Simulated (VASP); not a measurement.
Set up this calculation in VASP 6.6.1, as the native input.

```yaml
Task: single point
Functional: r2SCAN
Potentials_or_basis: VASP PAW PBE potentials, release 64 (Sn_d, Te)
Cutoff: 520 eV
k_mesh: 14 × 14 × 14
Occupations: fermi-dirac, width 0.1 eV
Spin: no spin polarisation
Dipole_correction: no
Further_INCAR_settings: ALGO = Normal; EDIFF = 1e-06; NBANDS = 17
```

The system is SnTe.

```
Sn Te
1.0
     0.00000    3.18499    3.18499
     3.18499    0.00000    3.18499
     3.18499    3.18499    0.00000
Sn Te
1 1
Direct
  0.00000 0.00000 0.00000
  0.50000 0.50000 0.50000
```

These files were run (other wordings do the same):

POSCAR

```
SnTe
1.0
    0.0000000000      3.1849883023      3.1849883023
    3.1849883023      0.0000000000      3.1849883023
    3.1849883023      3.1849883023      0.0000000000
Sn Te
1 1
Direct
    0.0000000000      0.0000000000      0.0000000000
    0.5000000000      0.5000000000      0.5000000000
```

INCAR.step1

```
PREC     = Accurate       # precision mode
ENCUT    = 520            # plane-wave cutoff, eV
ISMEAR   = -1             # smearing method
SIGMA    = 0.1            # smearing width, eV
LREAL    = False          # projectors in reciprocal space
LASPH    = True           # aspherical terms in the spheres
NELM     = 80             # most SCF steps
NBANDS   = 17             # bands
GGA      = PE             # functional
ALGO     = Normal         # electronic algorithm
EDIFF    = 1E-4           # SCF threshold, eV
LWAVE    = True           # write WAVECAR
LCHARG   = False          # write CHGCAR
```

INCAR.step2

```
PREC     = Accurate       # precision mode
ENCUT    = 520            # plane-wave cutoff, eV
EDIFF    = 1E-6           # SCF threshold, eV
ISMEAR   = -1             # smearing method
SIGMA    = 0.1            # smearing width, eV
LREAL    = False          # projectors in reciprocal space
LASPH    = True           # aspherical terms in the spheres
NELM     = 80             # most SCF steps
ALGO     = Normal         # electronic algorithm
ISIF     = 2              # what is computed and relaxed
LWAVE    = False          # write WAVECAR
LCHARG   = False          # write CHGCAR
METAGGA  = R2SCAN         # meta-GGA
LMIXTAU  = True         
NBANDS   = 17             # bands
ISTART   = 1
```

KPOINTS

```
Automatic mesh
0
Gamma
  14 14 14
```

Potentials or basis: VASP PAW PBE potentials, release 64 (Sn_d, Te).

Run with:

```bash
$ cat potpaw_PBE.64/Sn_d/POTCAR potpaw_PBE.64/Te/POTCAR > POTCAR
$ cp INCAR.step1 INCAR
$ mpirun -np 1 vasp_std > vasp.out
$ cp INCAR.step2 INCAR
$ mpirun -np 1 vasp_std > vasp.out
```

It gave:

* Pressure: 0.0 GPa
* Band gap on the k mesh: 0.13 eV

Caveat: the smearing spreads over this small gap; semilocal functionals underestimate gaps, and a narrow one can read as zero; the PAW data sets were made with another functional, which shifts forces and pressure a little; spin-orbit coupling is left out, which moves the levels of the heavy elements.

Run time: 6.9 min on 1 thread of Intel Xeon 8259CL, on a shared host, peak memory 0.3 GiB.
